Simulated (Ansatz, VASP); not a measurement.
In3As: VASP beside Ansatz

File INCAR:

```
SYSTEM = In3As
ALGO = Normal
EDIFF = 1E-6
ENCUT = 520
ISIF = 2
ISMEAR = -1
LASPH = .True.
LCHARG = .False.
LREAL = .False.
LWAVE = .False.
NBANDS = 30
NELM = 80
PREC = Accurate
SIGMA = 0.05
```

File KPOINTS:

```
k-points
0
Gamma
  6 6 6
  0 0 0
```

Contents of POSCAR:

```
In3As
1.0
    4.6716810000      0.0000000000      0.0000000000
    0.0000000000      4.6716810000      0.0000000000
    0.0000000000      0.0000000000      4.6716810000
In As
3 1
Direct
    0.5000000000      0.5000000000      0.0000000000
    0.5000000000      0.0000000000      0.5000000000
    0.0000000000      0.5000000000      0.5000000000
    0.0000000000      0.0000000000      0.0000000000
```

Contents of input.yaml:

```yaml
crystal:
  lattice:
    - [4.671681, 0.0, 0.0]
    - [0.0, 4.671681, 0.0]
    - [0.0, 0.0, 4.671681]
  atoms:
    - { symbol: In, position: [0.5, 0.5, 0.0] }
    - { symbol: In, position: [0.5, 0.0, 0.5] }
    - { symbol: In, position: [0.0, 0.5, 0.5] }
    - { symbol: As, position: [0.0, 0.0, 0.0] }
hamiltonian:
  xc: lda
  pseudopotentials: { kind: paw }
kpoints:
  mp_grid: { grid: [6, 6, 6] }
scf:
  occupations: { method: fermi_dirac, width: 0.05 }
output:
  forces: true
  stress: true
  eigenvalues: true
  write_density: true
  write_potential: true
  elf: true
  volumetric_format: npy
```

Alike in both runs: task single point; functional LDA; k mesh 6 × 6 × 6; occupations fermi-dirac, width 0.05 eV; no spin polarisation.

|  | VASP | Ansatz |
| --- | --- | --- |
| version | VASP 6.6.1 | Ansatz 0.2.0 |
| potentials or method | VASP PAW LDA potentials, release 64 (In_d, As) | Ansatz PAW |
| plane-wave cutoff (eV) | 520 | 420 |
| valence electrons in the cell | 44 | 54 |

|  | VASP | Ansatz | Ansatz less VASP |
| --- | --- | --- | --- |
| gap on the k mesh at the Fermi level (eV) | none | none | - |
| pressure (GPa) | -3.9 | -3.9 | -0.02 |

LDA's correlation is that of Perdew and Zunger in VASP and of Perdew and Wang (1992) in Ansatz. A gap of «none» marks a metal or a gap that the smearing closes. VASP's potentials hold 44 valence electrons a cell and Ansatz's 54, so a difference there can come from the potentials and not from the codes.
